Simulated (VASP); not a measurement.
Input of a VASP 6.6.1 run:

INCAR

```
SYSTEM = TiGe4
PREC = Accurate
ENCUT = 520
EDIFF = 1E-6
ISMEAR = 0
SIGMA = 0.1
LREAL = .FALSE.
LASPH = .TRUE.
NELM = 100
ALGO = Normal
ISIF = 2
LWAVE = .FALSE.
LCHARG = .FALSE.
GGA = PE
NBANDS = 42
```

File KPOINTS:

```
regular mesh
0
G
  4 4 4
  0 0 0
```

The input POSCAR:

```
TiGe4
1.0
    3.7942005700      0.0000000000      0.0000000000
    0.0000000000      3.7942005700      0.0000000000
    0.0000000000      0.0000000000      3.7942005700
Ti Ge
1 4
Direct
    0.0000000000      0.0000000000      0.0000000000
    0.5000000000      0.0000000000      0.0000000000
    0.0000000000      0.5000000000      0.0000000000
    0.0000000000      0.0000000000      0.5000000000
    0.5000000000      0.5000000000      0.5000000000
```

Potentials or basis: VASP PAW PBE potentials, release 64 (Ti_sv, Ge_d).

Run with:

```console
$ cat potpaw_PBE.64/Ti_sv/POTCAR potpaw_PBE.64/Ge_d/POTCAR > POTCAR
$ mpirun -np 1 vasp_std > vasp.out
```

Task: Estimate the pressure.

Result: 199.3 GPa.

Task: Predict the band gap on the k mesh.

Result: Zero (bands 34 and 35 overlap by 0.97 eV).

Caveat: the k points lie up to 0.41 Å⁻¹ apart, too coarse for converged energies and pressures of a metal.
